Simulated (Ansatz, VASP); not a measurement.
**Two plane-wave programs on Al**

The input INCAR:

```
ALGO = Normal ; EDIFF = 1E-7
ENCUT = 520 ; GGA = PS
ISIF = 2 ; ISMEAR = 0
LASPH = True ; LCHARG = False
LREAL = False ; LWAVE = False
NBANDS = 8 ; NELM = 100
PREC = Accurate ; SIGMA = 0.15
```

File KPOINTS:

```
k-points
0
Gamma
  20 20 20
```

Contents of POSCAR:

```
Al
1.0
    0.0000000000      2.0593996500      2.0239800000
    2.0239800000      0.0000000000      2.0239800000
    2.0239800000      2.0593996500      0.0000000000
Al
1
Direct
    0.0000000000      0.0000000000      0.0000000000
```

Input for Ansatz:

```yaml
crystal:
  lattice:
    - [0.0, 2.05939965, 2.02398]
    - [2.02398, 0.0, 2.02398]
    - [2.02398, 2.05939965, 0.0]
  atoms:
    - { symbol: Al, position: [0.0, 0.0, 0.0] }
basis:
  ecutwfc: 420
kpoints:
  mp_grid: { grid: [20, 20, 20] }
hamiltonian:
  xc: pbesol
scf:
  occupations: { method: gaussian, width: 0.15 }
output:
  forces: true
  stress: true
  eigenvalues: true
```

Change from the starting cell: strain +0.0175 x Voigt [0, 1, 0, 0, 0, 0], atoms carried along.

Alike in both runs: task single point; functional PBEsol; k mesh 20 × 20 × 20; occupations gaussian, width 0.15 eV; no spin polarisation.

```csv
,VASP,Ansatz
version,VASP 6.6.1,Ansatz 0.2.0
potentials or method,"VASP PAW PBE potentials, release 64 (Al), cutoff 520 eV","scalar-relativistic, plane waves, PAW"
valence electrons in the cell,3,3
```

|  | VASP | Ansatz | Ansatz less VASP |
| --- | --- | --- | --- |
| gap on the k mesh at the Fermi level (eV) | none | none | - |
| pressure (GPa) | -3.1 | -3.1 | -0.05 |
| traceless stress, the component that is largest in VASP (GPa) | -0.43 | -0.43 | -0.003 |

VASP's potentials were made for PBE, not for PBEsol. A gap of «none» marks a metal or a gap that the smearing closes. With one functional, cell and mesh, what is left measures potentials, basis and numerics.
